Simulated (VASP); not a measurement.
# ZrH in VASP: further runs, part 2 of 2

VASP 6.6.1.

## Step 4: Single point, PBEsol (shear of c along a, cell held: +1.0 %, then relaxed in part)

Contents of INCAR:

```
SYSTEM = ZrH
ALGO = Normal ; EDIFF = 1E-6
ENCUT = 520 ; GGA = PS
ISIF = 2 ; ISMEAR = 0
LASPH = .TRUE. ; LCHARG = .FALSE.
LREAL = .FALSE. ; LWAVE = .FALSE.
NBANDS = 21 ; NELM = 100
PREC = Accurate ; SIGMA = 0.1
```

Contents of KPOINTS:

```
k-points
0
G
  16 16 10
  0 0 0
```

Contents of POSCAR:

```
ZrH
1.0
    3.1902763251      0.0000000000      0.0000000000
    0.0000000000      3.1902763251      0.0000000000
    0.0499050728      0.0000000000      4.9905072820
Zr H
2 2
Direct
    0.0000000000      0.5000000000      0.0000000000
    0.5000000000      0.0000000000      0.5000000000
   -0.0031257372      0.0000000000      0.7500153651
    0.0031257372      0.0000000000      0.2499846349
```

Potentials or basis: VASP PAW PBE potentials, release 64 (Zr_sv, H).

Started as:

```console
$ cat potpaw_PBE.64/Zr_sv/POTCAR potpaw_PBE.64/H/POTCAR > POTCAR
$ mpirun -np 1 vasp_std > vasp.out
```

OUTCAR:

```text
SYSTEM = ZrH
   EDIFF = 1E-6
   ENCUT = 520
   GGA = PS
   ISIF = 2
   ISMEAR = 0
   LASPH = .TRUE.
   LREAL = .FALSE.
   NELM = 100
   PREC = Accurate

 ion  position               nearest neighbor table
   1  0.000  0.500  0.000-   3 2.03   4 2.03   3 2.03   4 2.03   2 3.35   2 3.35   2 3.35   2 3.35
                             2 3.38   2 3.38   2 3.38   2 3.38
   2  0.500  0.000  0.500-   4 2.02   3 2.02   4 2.03   3 2.03   1 3.35   1 3.35   1 3.35   1 3.35
                             1 3.38   1 3.38   1 3.38   1 3.38
   3  0.997  0.000  0.750-   2 2.02   1 2.03   1 2.03   2 2.03
   4  0.003  0.000  0.250-   2 2.02   1 2.03   1 2.03   2 2.03

  LATTYP: Found a simple monoclinic cell.
 ALAT       =     3.1902763251
 B/A-ratio  =     1.0000000000
 C/A-ratio  =     1.5643650557
 COS(beta)  =    -0.0099995000

  Lattice vectors:

 A1 = (   3.1902763251,   0.0000000000,   0.0000000000)
 A2 = (   0.0000000000,  -3.1902763251,   0.0000000000)
 A3 = (  -0.0499050728,   0.0000000000,  -4.9905072820)

Analysis of symmetry for initial positions (statically):
=====================================================================
 Subroutine PRICEL returns:
 Original cell was already a primitive cell.

 Routine SETGRP: Setting up the symmetry group for a
 simple monoclinic supercell.

 Subroutine GETGRP returns: Found  4 space group operations
 (whereof  4 operations were pure point group operations)
 out of a pool of  4 trial point group operations.

The static configuration has the point symmetry C_2h.

Analysis of symmetry for dynamics (positions and initial velocities):
=====================================================================
 Subroutine PRICEL returns:
 Original cell was already a primitive cell.

 Routine SETGRP: Setting up the symmetry group for a
 simple monoclinic supercell.

 Subroutine GETGRP returns: Found  4 space group operations
 (whereof  4 operations were pure point group operations)
 out of a pool of  4 trial point group operations.

The dynamic configuration has the point symmetry C_2h.

 Subroutine INISYM returns: Found  4 space group operations
 (whereof  4 operations are pure point group operations),
 and found     1 'primitive' translations

----------------------------------------------------------------------------------------

                                     Primitive cell

  volume of cell :      50.7927

  direct lattice vectors                    reciprocal lattice vectors
     3.190276325  0.000000000  0.000000000     0.313452472  0.000000000 -0.003134525
     0.000000000  3.190276325  0.000000000     0.000000000  0.313452472  0.000000000
     0.049905073  0.000000000  4.990507282     0.000000000  0.000000000  0.200380431

  length of vectors
     3.190276325  3.190276325  4.990756801     0.313468144  0.313452472  0.200380431

  position of ions in fractional coordinates (direct lattice)
     0.000000000  0.500000000  0.000000000
     0.500000000  0.000000000  0.500000000
     0.996874263  0.000000000  0.750015365
     0.003125737  0.000000000  0.249984635

  ion indices of the primitive-cell ions
   primitive index   ion index
[... 24 lines left out ...]
     0.000000000  0.000000000  0.000000000

 Subroutine IBZKPT returns following result:
 ===========================================

 Found    738 irreducible k-points:

 Following reciprocal coordinates:
            Coordinates               Weight
  0.000000  0.000000  0.000000      1.000000
  0.062500  0.000000  0.000000      2.000000
  0.125000  0.000000  0.000000      2.000000
  0.187500  0.000000  0.000000      2.000000
  0.250000  0.000000  0.000000      2.000000
  0.312500  0.000000  0.000000      2.000000
[... 16 lines left out ...]
  0.250000  0.125000  0.000000      4.000000
  0.312500  0.125000  0.000000      4.000000
 [... further k-points ...]
   k-points           NKPTS =    738   k-points in BZ     NKDIM =    738   number of bands    NBANDS=     21
   number of dos      NEDOS =    301   number of ions     NIONS =      4
   total plane-waves  NPLWV =  23040
   dimension x,y,z NGX =    24 NGY =   24 NGZ =   40
   dimension x,y,z NGXF=    48 NGYF=   48 NGZF=   80
   ions per type =               2   2
   NGX,Y,Z   is equivalent  to a cutoff of  12.51, 12.51, 13.32 a.u.
   NGXF,Y,Z  is equivalent  to a cutoff of  25.01, 25.01, 26.65 a.u.
 SYSTEM =  ZrH
   PREC   = accura    normal or accurate (medium, high low for compatibility)
   ISTART =      0    job   : 0-new  1-cont  2-samecut
   ICHARG =      2    charge: 1-file 2-atom 10-const
   ISPIN  =      1    spin polarized calculation?
   LNONCOLLINEAR =      F non collinear calculations
   LSORBIT =      F    spin-orbit coupling
   LASPH  =      T    aspherical Exc in radial PAW
   ENCUT  =  520.0 eV  38.22 Ry    6.18 a.u.   5.93  5.93  9.28*2*pi/ulx,y,z
   NELM   =    100;   NELMIN=  2; NELMDL= -5     # of ELM steps
   EDIFF  = 0.1E-05   stopping-criterion for ELM
   LREAL  =      F    real-space projection
   EDIFFG = 0.1E-04   stopping-criterion for IOM
   NSW    =      0    number of steps for IOM
   IBRION =     -1    ionic relax: 0-MD 1-quasi-New 2-CG
   NFREE  =      0    steps in history (QN), initial steepest desc. (CG)
   ISIF   =      2    stress and relaxation
   ISYM   =      2    0-nonsym 1-usesym 2-fastsym
   POTIM  = 0.5000    time-step for ionic-motion
   TEBEG  =    0.0;   TEEND  =   0.0 temperature during run
   PSTRESS=    0.0 pullay stress
   NELECT =      26.0000    total number of electrons
   NUPDOWN=      -1.0000    fix difference up-down
   EMIN   =  10.00;   EMAX   =-10.00  energy-range for DOS
   EFERMI =   0.00;   METHOD = LEGACY
   ISMEAR =     0;   SIGMA  =   0.10  broadening in eV -4-tet -1-fermi 0-gaus
   EFERMI_NEDOS =   21; number of points for ismear=-14 and -15
   IALGO  =     38    algorithm
   IMIX   =      4    mixing-type and parameters
     AMIX     =   0.40;   BMIX     =  1.00
     AMIX_MAG =   1.60;   BMIX_MAG =  1.00
  volume/ion in A,a.u.               =      12.70        85.69
  Fermi-wavevector in a.u.,A,eV,Ry     =   1.309580  2.474748 23.334004  1.715001
  Thomas-Fermi vector in A             =   2.440169
   LORBIT       =      0    0 simple, 1 ext, 2 COOP (PROOUT), +10 PAW based schemes
   GGA     = PS    functional components
   LHFCALC =     F    Hartree Fock is set to
   AEXX    =    0.0000 exact exchange contribution
   IVDW    =     0    specifies the selected vdW correction
   LEPSILON=     F    determine dielectric tensor
   LRPA    =     F    only Hartree local field effects (RPA)
 non-spin polarized calculation
 Gauss-broadening in eV      SIGMA  =   0.10
  energy-cutoff  :      520.00
  volume of cell :       50.79
 maximum number of plane-waves:      1392
   NGX = 11   NGY = 11   NGZ = 19

 number of electron      26.0000000 magnetization

 Free energy of the ion-electron system (eV)
  ---------------------------------------------------
  ext. energy  EPLUGINS =         0.00000000
  ---------------------------------------------------
  free energy    TOTEN  =       -26.66345019 eV

  energy without entropy =      -26.65385746  energy(sigma->0) =      -26.65865383

 E-fermi :   8.3348     XC(G=0): -11.2708

 val. band max:        8.3332671181   @ k =   0.0000   0.4375   0.1000
 cond. band min:       8.3381159464   @ k =   0.1250   0.4375   0.0000
 fundamental gap:      0.0048488282
 Fermi energy:         8.3348332228

 k-point     1 :       0.0000    0.0000    0.0000
  band No.  band energies     occupation
      1     -40.3927      2.00000
      2     -40.2795      2.00000
      3     -18.8351      2.00000
      4     -18.2564      2.00000
      5     -18.2559      2.00000
      6     -18.0833      2.00000
[... 565 lines left out ...]
     20      14.7425      0.00000
     21      14.9473      0.00000

 [... further k-points ...]

------------------------ aborting loop because EDIFF is reached ----------------------------------------

  FORCE on cell =-STRESS in cart. coord.  units (eV):
  Direction    XX          YY          ZZ          XY          YZ          ZX
  --------------------------------------------------------------------------------------
  -------------------------------------------------------------------------------------
  Total        0.0373198      0.0323110      0.0399118      0.0000000      0.0000000     -0.1582326
  in kB        1.1771970      1.0191996      1.2589549      0.0000000      0.0000000     -4.9912035
  external PRESSURE =       1.1517839 kB  Pullay stress =       0.0000000 kB

 VOLUME and BASIS-vectors are now :
 -----------------------------------------------------------------------------
  energy-cutoff  :      520.00
  volume of cell :       50.79
      direct lattice vectors                 reciprocal lattice vectors
     3.190276325  0.000000000  0.000000000     0.313452472  0.000000000 -0.003134525
     0.000000000  3.190276325  0.000000000     0.000000000  0.313452472  0.000000000
     0.049905073  0.000000000  4.990507282     0.000000000  0.000000000  0.200380431

 POSITION                                       TOTAL-FORCE (eV/Angst)
 -----------------------------------------------------------------------------------
      0.00000      1.59514      0.00000         0.000000      0.000000      0.000000
      1.62009      0.00000      2.49525         0.000000      0.000000      0.000000
      3.21773      0.00000      3.74296        -0.001160      0.000000      0.000189
      0.02245      0.00000      1.24755         0.001160      0.000000     -0.000189
 -----------------------------------------------------------------------------------
    total drift:                                0.000000      0.000000     -0.000000

  FREE ENERGIE OF THE ION-ELECTRON SYSTEM (eV)
  ---------------------------------------------------
  free  energy   TOTEN  =       -26.6634501935 eV

  energy  without entropy=      -26.6538574616  energy(sigma->0) =      -26.65865383
```

stdout:

```text
POSCAR found type information on POSCAR ZrH
 POSCAR found :  2 types and       4 ions
 scaLAPACK will be used
 -----------------------------------------------------------------------------
|                                                                             |
|                                                                             |
|     You enforced a specific xc type in the INCAR file but a different       |
|     I HOPE YOU KNOW WHAT YOU ARE DOING!                                     |
|                                                                             |
 -----------------------------------------------------------------------------

 LDA part: xc-table for (Slater+PW92), standard interpolation
 POSCAR, INCAR and KPOINTS ok, starting setup
 FFT: planning ... GRIDC
 FFT: planning ... GRID_SOFT
 FFT: planning ... GRID
 WAVECAR not read
 entering main loop
```

It took 10 min on 1 thread of Intel Xeon 8259CL, shared host; peak memory 0.7 GiB.

What came out:

| Item | Value |
| --- | --- |
| Free energy | -26.6635 eV |
| Pressure | 0.1 GPa |
| Band gap on the k mesh | zero (bands 13 and 14 overlap by 0.98 eV) |

Caveat: the cell differs from its parent crystal (shear of c along a, cell held: +1.0 %, then relaxed in part); the PAW data sets were made with another functional, which shifts forces and pressure a little.

## Step 5: Single point, PBEsol (biaxial strain in the a-b plane: +3.0 %)

Contents of INCAR:

```
  ALGO = Normal
  EDIFF = 1E-6
  ENCUT = 520
  GGA = PS
  ISIF = 2
  ISMEAR = 0
  LASPH = True
  LCHARG = False
  LREAL = False
  LWAVE = False
  NBANDS = 21
  NELM = 60
  PREC = Accurate
  SIGMA = 0.1
```

Contents of KPOINTS:

```
k-points
0
Gamma
  16 16 10
```

Contents of POSCAR:

```
ZrH
1.0
    3.2859846151      0.0000000000      0.0000000000
    0.0000000000      3.2859846151      0.0000000000
    0.0000000000      0.0000000000      4.9006781518
Zr H
2 2
Direct
    0.0000000000      0.5000000000      0.0000000000
    0.5000000000      0.0000000000      0.5000000000
    0.0000000000      0.0000000000      0.7500000000
    0.0000000000      0.0000000000      0.2500000000
```

Potentials or basis: VASP PAW PBE potentials, release 64 (Zr_sv, H).

Started as:

```console
$ cat potpaw_PBE.64/Zr_sv/POTCAR potpaw_PBE.64/H/POTCAR > POTCAR
$ mpirun -np 1 vasp_std > vasp.out
```

OUTCAR:

```text
EDIFF = 1E-6
   ENCUT = 520
   GGA = PS
   ISIF = 2
   ISMEAR = 0
   LASPH = True
   LREAL = False
   NELM = 60
   PREC = Accurate

 ion  position               nearest neighbor table
   1  0.000  0.500  0.000-   3 2.05   4 2.05   3 2.05   4 2.05   2 3.38   2 3.38   2 3.38   2 3.38
                             2 3.38   2 3.38   2 3.38   2 3.38
   2  0.500  0.000  0.500-   3 2.05   4 2.05   3 2.05   4 2.05   1 3.38   1 3.38   1 3.38   1 3.38
                             1 3.38   1 3.38   1 3.38   1 3.38
   3  0.000  0.000  0.750-   1 2.05   2 2.05   1 2.05   2 2.05
[... 775 lines left out ...]
 [... further k-points ...]
[... 5 lines left out ...]
  --------------------------------------------------------------------------------------
  -------------------------------------------------------------------------------------
  Total       -1.6974530     -1.6974530     -0.7940607      0.0000000      0.0000000      0.0000000
  in kB      -51.3950283    -51.3950283    -24.0423565      0.0000000      0.0000000      0.0000000
  external PRESSURE =     -42.2774711 kB  Pullay stress =       0.0000000 kB

 VOLUME and BASIS-vectors are now :
 -----------------------------------------------------------------------------
  energy-cutoff  :      520.00
  volume of cell :       52.92
      direct lattice vectors                 reciprocal lattice vectors
     3.285984615  0.000000000  0.000000000     0.304322788  0.000000000  0.000000000
     0.000000000  3.285984615  0.000000000     0.000000000  0.304322788  0.000000000
     0.000000000  0.000000000  4.900678152     0.000000000  0.000000000  0.204053392

 POSITION                                       TOTAL-FORCE (eV/Angst)
 -----------------------------------------------------------------------------------
      0.00000      1.64299      0.00000         0.000000      0.000000      0.000000
      1.64299      0.00000      2.45034         0.000000      0.000000      0.000000
      0.00000      0.00000      3.67551         0.000000      0.000000      0.000000
      0.00000      0.00000      1.22517         0.000000      0.000000     -0.000000
 -----------------------------------------------------------------------------------
    total drift:                                0.000000      0.000000     -0.000000

  FREE ENERGIE OF THE ION-ELECTRON SYSTEM (eV)
  ---------------------------------------------------
  free  energy   TOTEN  =       -26.6227936826 eV

  energy  without entropy=      -26.6122432220  energy(sigma->0) =      -26.61751845
```

Run time: 2.4 min. Hardware: 1 thread of Intel Xeon Platinum 8259CL at 2.50GHz (Skylake/Cascade Lake), shared host; peak memory 0.35 GiB.

What came out:

| Quantity | Value |
| --- | --- |
| Free energy | -26.6228 eV |
| Pressure | -4.2 GPa |
| Band gap on the k mesh | zero (bands 13 and 14 overlap by 1.06 eV) |

Stress tensor (GPa, compression positive):
```
-5.14  0.00  0.00
 0.00 -5.14  0.00
 0.00  0.00 -2.40
```

Levels at points of the mesh, in eV from the Fermi level:
```tsv
k point	band 9	band 10	band 11	band 12	band 13	band 14	band 15	band 16	band 17	band 18
(0.00, 0.00, 0.00)	-8.51	-3.41	-2.99	-2.92	0.13	0.53	0.53	2.40	3.10	4.38
(0.50, 0.00, 0.00)	-6.47	-5.33	-2.02	-0.68	-0.63	-0.27	1.55	1.80	2.09	2.81
(0.50, 0.50, 0.00)	-6.60	-4.04	-2.91	-2.91	-1.86	2.62	4.02	4.28	4.28	4.61
(0.00, 0.00, 0.50)	-6.70	-6.70	-1.72	-1.72	0.13	0.13	1.61	1.61	2.22	2.22
(0.50, 0.00, 0.50)	-7.32	-4.07	-2.76	-0.09	0.33	0.39	0.46	0.91	3.96	4.27
(0.50, 0.50, 0.50)	-5.45	-5.45	-1.91	-1.91	-0.36	-0.36	1.59	1.59	4.84	4.84
```

Caveat: the cell differs from its parent crystal (biaxial strain in the a-b plane: +3.0 %); the cell stands under tension; the PAW data sets were made with another functional, which shifts forces and pressure a little.

## Step 6: Overview

| task | cell | k mesh | cutoff (eV) | gap on the mesh (eV) | pressure (GPa) |
| --- | --- | --- | --- | --- | --- |
| single point | a = 3.190, b = 3.190, c = 4.991 Å, 4 atoms, atomic positions A | 16 × 16 × 10 | 520 | none | 0.1 |
| relaxation of cell and atoms | relaxed from a = 3.243, b = 3.243, c = 4.948 Å, 4 atoms, atomic positions A | 14 × 14 × 8 | 600 | none | 0.0 |
| single point | a = 3.190, b = 3.190, c = 4.991 Å, angles 90.0, 89.4, 90.0°, 4 atoms, atomic positions B | 16 × 16 × 10 | 520 | none | 0.1 |
| single point | a = 3.286, b = 3.286, c = 4.901 Å, 4 atoms, atomic positions A | 16 × 16 × 10 | 520 | none | -4.2 |

Alike in all rows: level PBEsol; potentials or basis VASP PAW PBE potentials, release 64 (Zr_sv, H); no spin polarisation; smearing gaussian 0.1 eV.

Caveats: the PAW data sets were made with another functional, which shifts forces and pressure a little; the cell stands under tension (at least some runs).

Total energies depend on the potentials used, so only differences within one code and one set of settings carry meaning.
